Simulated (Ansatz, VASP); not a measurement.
## Rb2NbBr2: VASP beside Ansatz

The input INCAR:

```
SYSTEM = Rb2NbBr2
PREC = Accurate
ENCUT = 520
EDIFF = 1E-6
ISMEAR = -1
SIGMA = 0.0111
LREAL = .FALSE.
LASPH = .TRUE.
NELM = 100
ALGO = Normal
ISIF = 2
LWAVE = .FALSE.
LCHARG = .FALSE.
GGA = PS
NBANDS = 56
```

File KPOINTS:

```
Automatic mesh
0
G
  3 3 3
  0 0 0
```

Contents of POSCAR:

```
Rb2NbBr2
1.0
    0.0000000000      0.0000000000      6.8462820000
    7.6565050000      0.0000000000      0.0000000000
    3.8282530000      7.1394410000     -3.4231410000
Rb Br Nb
4 4 2
Direct
    0.1475300000      0.1917700000      0.2950600000
    0.8524700000      0.8082300000      0.7049400000
    0.3524700000      0.4868300000      0.7049400000
    0.6475300000      0.5131700000      0.2950600000
    0.8975200000      0.2926800000      0.7950400000
    0.1024800000      0.7073200000      0.2049600000
    0.6024800000      0.0877200000      0.2049600000
    0.3975200000      0.9122800000      0.7950400000
    0.2500000000      0.0000000000      0.0000000000
    0.7500000000      0.0000000000      0.0000000000
```

Input for Ansatz:

```yaml
crystal:
  lattice:
    - [0.0, 0.0, 6.846282]
    - [7.656505, 0.0, 0.0]
    - [3.828253, 7.139441, -3.423141]
  atoms:
    - { symbol: Rb, position: [0.14753, 0.19177, 0.29506] }
    - { symbol: Rb, position: [0.85247, 0.80823, 0.70494] }
    - { symbol: Rb, position: [0.35247, 0.48683, 0.70494] }
    - { symbol: Rb, position: [0.64753, 0.51317, 0.29506] }
    - { symbol: Br, position: [0.89752, 0.29268, 0.79504] }
    - { symbol: Br, position: [0.10248, 0.70732, 0.20496] }
    - { symbol: Br, position: [0.60248, 0.08772, 0.20496] }
    - { symbol: Br, position: [0.39752, 0.91228, 0.79504] }
    - { symbol: Nb, position: [0.25, 0.0, 0.0] }
    - { symbol: Nb, position: [0.75, 0.0, 0.0] }
  symmetry: { tolerance: 0.0003 }
kpoints:
  mp_grid: { grid: [3, 3, 3], shift: [0, 0, 0] }
magnetization:
  spin_polarized: false
scf:
  occupations: { method: fermi_dirac, width: 0.0111 }
  convergence: { dr2_threshold: 1.0e-06 }
hamiltonian:
  pseudopotentials: { kind: paw }
  xc: pbesol
basis:
  ecutwfc: 420
output:
  forces: true
  stress: true
  eigenvalues: true
```

Alike in both runs: task single point; functional PBEsol; k mesh 3 × 3 × 3; occupations fermi-dirac, width 0.0111 eV; no spin polarisation.

|  | VASP | Ansatz |
| --- | --- | --- |
| version | VASP 6.6.1 | Ansatz 0.2.0 |
| potentials or method | VASP PAW PBE potentials, release 64 (Rb_sv, Br, Nb_sv), cutoff 520 eV | PAW plane waves |
| valence electrons in the cell | 90 | 90 |

```tsv
	VASP	Ansatz	Ansatz less VASP
gap on the k mesh at the Fermi level (eV)	none	none	-
pressure (GPa)	-1.9	-1.9	0.00
traceless stress, the component that is largest in VASP (GPa)	-2.50	-2.49	+0.006
rms of the force components (eV/Å)	0.127	0.125	-0.0015
```

VASP's potentials were made for PBE, not for PBEsol. Atom by atom the forces differ by 0.002 eV/Å (rms over components). A gap of «none» marks a metal or a gap that the smearing closes. Ansatz's warnings: force scf threshold loose, stress scf threshold loose.
